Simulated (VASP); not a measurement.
A run of VASP 6.6.1 is set up as follows.

POSCAR

```
GePbS2
1.0
    4.0499606370      0.0000000000      0.0000000000
    0.0000000000      4.0499606370      0.0000000000
    0.0000000000      0.0000000000      5.7341580393
Ge S Pb
1 2 1
Direct
    0.0000000000      0.0000000000      0.0000000000
    0.0000000000      0.0000000000      0.5000000000
    0.5000000000      0.5000000000      0.0000000000
    0.5000000000      0.5000000000      0.5000000000
```

File INCAR.step1:

```
SYSTEM = GePbS2
PREC = Accurate ; ENCUT = 520
EDIFF = 1E-5 ; ISMEAR = -1
SIGMA = 0.02 ; LREAL = .FALSE.
LASPH = .TRUE. ; NELM = 100
ALGO = Normal ; ISIF = 2
LWAVE = .TRUE. ; GGA = PE
NBANDS = 28
```

Contents of INCAR.step2:

```
SYSTEM = GePbS2
PREC = Accurate ; ENCUT = 520
EDIFF = 1E-7 ; ISMEAR = -1
SIGMA = 0.02 ; LREAL = .FALSE.
LASPH = .TRUE. ; NELM = 100
ALGO = Normal ; ISIF = 2
LWAVE = .FALSE. ; LCHARG = .TRUE.
GGA = PE ; LHFCALC = .TRUE.
AEXX = 0.1 ; PRECFOCK = Normal
LELF = .TRUE. ; LVHAR = .TRUE.
ISTART = 1 ; NBANDS = 28
```

KPOINTS

```
Automatic mesh
0
G
  4 4 2
  0 0 0
```

Potentials or basis: VASP PAW PBE potentials, release 64 (Ge_d, S, Pb_d).

Command:

```bash
$ cat potpaw_PBE.64/Ge_d/POTCAR potpaw_PBE.64/S/POTCAR potpaw_PBE.64/Pb_d/POTCAR > POTCAR
$ cp INCAR.step1 INCAR
$ mpirun -np 1 vasp_std > vasp.out
$ cp INCAR.step2 INCAR
$ mpirun -np 1 vasp_std > vasp.out
```

Q: Predict the pressure.

A: 0.8 GPa.

Q: What does it give for the band gap on the k mesh?

A: 0.35 eV.

Stress tensor (GPa, compression positive):
```
-1.22  0.00  0.00
 0.00 -1.22  0.00
 0.00  0.00  4.75
```

Caveat: the k points lie up to 0.55 Å⁻¹ apart; the PAW data sets were made with another functional, which shifts forces and pressure a little; spin-orbit coupling is left out, which moves the levels of the heavy elements. A k mesh can miss the band edges.
